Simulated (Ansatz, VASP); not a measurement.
GeCl2 in VASP and in Ansatz

Contents of INCAR:

```
SYSTEM = GeCl2
PREC = Accurate
ENCUT = 600
EDIFF = 1E-6
ISMEAR = 0
SIGMA = 0.1
LREAL = .False.
LASPH = .True.
NELM = 80
ALGO = Normal
ISIF = 3
LWAVE = .False.
LCHARG = .False.
GGA = PE
IBRION = 2
NSW = 90
EDIFFG = -0.04
```

KPOINTS

```
Automatic mesh
0
Gamma
  6 6 4
  0 0 0
```

Contents of POSCAR:

```
GeCl2
1.0
    3.3534562300      0.0000000000      0.0000000000
   -1.6767281200      2.9041782900      0.0000000000
    0.0000000000      0.0000000000      5.7358321100
Ge Cl
1 2
Direct
    0.0000000000      0.0000000000      0.9745411400
    0.3333333300      0.6666666700      0.6565567100
    0.6666666700      0.3333333300      0.6565567100
```

Input for Ansatz:

```yaml
crystal:
  lattice:
    - [3.35345623, 0.0, 0.0]
    - [-1.67672812, 2.90417829, 0.0]
    - [0.0, 0.0, 5.73583211]
  atoms:
    - { symbol: Ge, position: [0.0, 0.0, 0.97454114] }
    - { symbol: Cl, position: [0.33333333, 0.66666667, 0.65655671] }
    - { symbol: Cl, position: [0.66666667, 0.33333333, 0.65655671] }
basis:
  ecutwfc: 420
kpoints:
  mp_grid: { grid: [6, 6, 4] }
hamiltonian:
  xc: pbe
scf:
  occupations: { method: gaussian, width: 0.1 }
  lower_state_search: "off"
output:
  forces: true
  stress: true
  eigenvalues: true
relax:
  adjacent_minimum: "off"
  f_tol: 0.04
  max_steps: 70
  cell: { stress_tol: 0.4 }
```

Alike in both runs: task relaxation of cell and atoms; functional PBE; k mesh 6 × 6 × 4; occupations gaussian, width 0.1 eV; no spin polarisation.

```csv
,VASP,Ansatz
version,VASP 6.6.1,Ansatz 0.2.0
potentials or method,"VASP PAW PBE potentials, release 64 (Ge_d, Cl), cutoff 600 eV","scalar-relativistic, plane waves, PAW"
valence electrons in the cell,28,28
```

|  | VASP | Ansatz | Ansatz less VASP |
| --- | --- | --- | --- |
| gap on the k mesh at the Fermi level, each at its own relaxed structure (eV) | none | none | - |
| relaxed volume (Å³/atom) | 21.32 | 26.03 | +4.713 |
| relaxed cell length with the largest relative difference (Å) | 2.934 | 3.691 | +0.7572 |

A gap of «none» marks a metal or a gap that the smearing closes. One of these differences is far larger than is usual between the two programs; its cause wasn't traced.

The k mesh is coarse, so the values compare programs but aren't converged.
